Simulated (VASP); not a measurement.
Input of a VASP 6.6.1 run:

INCAR

```
ALGO = Normal ; EDIFF = 1E-7
EDIFFG = -0.04 ; ENCUT = 600
GGA = PE ; GGA_COMPAT = F
IBRION = 2 ; ISIF = 4
ISMEAR = 0 ; ISPIN = 2
LASPH = T ; LCHARG = F
LDAU = T ; LDAUJ = 0 0
LDAUL = 2 -1 ; LDAUPRINT = 1
LDAUTYPE = 2 ; LDAUU = 4 0
LMAXMIX = 4 ; LORBIT = 11
LREAL = F ; LWAVE = F
MAGMOM = 4.36 4.36 4.36 4.36 0.44 0.44 0.44 0.44 0.44 0.44 ; NELM = 200
NELMIN = 4 ; NSW = 60
PREC = Accurate ; SIGMA = 0.05
```

The input KPOINTS:

```
k-points
0
Gamma
  4 4 4
```

POSCAR

```
Fe2O3
1.0
    2.6132953228      1.5087867581      4.6505893355
   -2.6132953228      1.5087867581      4.6505893355
    0.0000000000     -3.0175735162      4.6505893355
Fe O
4 6
Direct
    0.3557404000      0.3557404000      0.3557404000
    0.1442596000      0.1442596000      0.1442596000
    0.6442596000      0.6442596000      0.6442596000
    0.8557404000      0.8557404000      0.8557404000
    0.5530649100      0.9469350900      0.2500000000
    0.2500000000      0.5530649100      0.9469350900
    0.9469350900      0.2500000000      0.5530649100
    0.4469350900      0.0530649100      0.7500000000
    0.7500000000      0.4469350900      0.0530649100
    0.0530649100      0.7500000000      0.4469350900
```

Potentials or basis: VASP PAW PBE potentials, release 64 (Fe, O).

The run is started by

```console
$ cat potpaw_PBE.64/Fe/POTCAR potpaw_PBE.64/O/POTCAR > POTCAR
$ mpirun -np 1 vasp_std > vasp.out
```

(1) Predict the site moments.

(2) Predict the net moment.

Results:

(1) Fe +4.32; O +0.37 μB.

(2) 20.00 μB per cell.
